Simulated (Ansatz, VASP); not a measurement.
## One calculation of Ti, two programs

INCAR

```
PREC = Accurate
ENCUT = 520
EDIFF = 1E-6
ISMEAR = -1
SIGMA = 0.05
LREAL = False
LASPH = True
NELM = 60
ALGO = Normal
ISIF = 2
LWAVE = False
LCHARG = False
GGA = RE
NBANDS = 12
```

File KPOINTS:

```
regular mesh
0
Gamma
  11 11 11
```

POSCAR

```
Ti
1.0
   -1.6410000000      1.6410000000      1.6410000000
    1.6410000000     -1.6410000000      1.6410000000
    1.6410000000      1.6410000000     -1.6410000000
Ti
1
Direct
    0.0000000000      0.0000000000      0.0000000000
```

The input input.yaml:

```yaml
crystal:
  lattice:
    - [-1.641, 1.641, 1.641]
    - [1.641, -1.641, 1.641]
    - [1.641, 1.641, -1.641]
  atoms:
    - { symbol: Ti, position: [0.0, 0.0, 0.0] }
hamiltonian:
  xc: revpbe
  pseudopotentials: { kind: paw }
kpoints:
  mp_grid: { grid: [11, 11, 11] }
  band_path:
    path:
      - [[0.0, 0.0, 0.0], [0.5, -0.5, 0.5], [0.0, 0.0, 0.5], [0.0, 0.0, 0.0], [0.25, 0.25, 0.25], [0.5, -0.5, 0.5]]
      - [[0.25, 0.25, 0.25], [0.0, 0.0, 0.5]]
    npoints: 14
scf:
  occupations: { method: fermi_dirac, width: 0.05 }
  n_extra_bands: 6
output:
  forces: true
  stress: true
  eigenvalues: true
  fatbands: false
  write_density: true
  write_potential: true
  elf: true
  volumetric_format: npy
```

Alike in both runs: functional revPBE; k mesh 11 × 11 × 11; occupations fermi-dirac, width 0.05 eV; no spin polarisation.

```csv
,VASP,Ansatz
version,VASP 6.6.1,Ansatz 0.2.0
potentials or method,"VASP PAW PBE potentials, release 64 (Ti_sv)",Ansatz PAW
plane-wave cutoff (eV),520,420
valence electrons in the cell,12,12
task,single point,band structure
```

```csv
,VASP,Ansatz,Ansatz less VASP
gap on the k mesh at the Fermi level (eV),none,none,-
pressure (GPa),-0.4,-0.2,+0.23
```

VASP's potentials were made for PBE, not for revPBE. A gap of «none» marks a metal or a gap that the smearing closes.
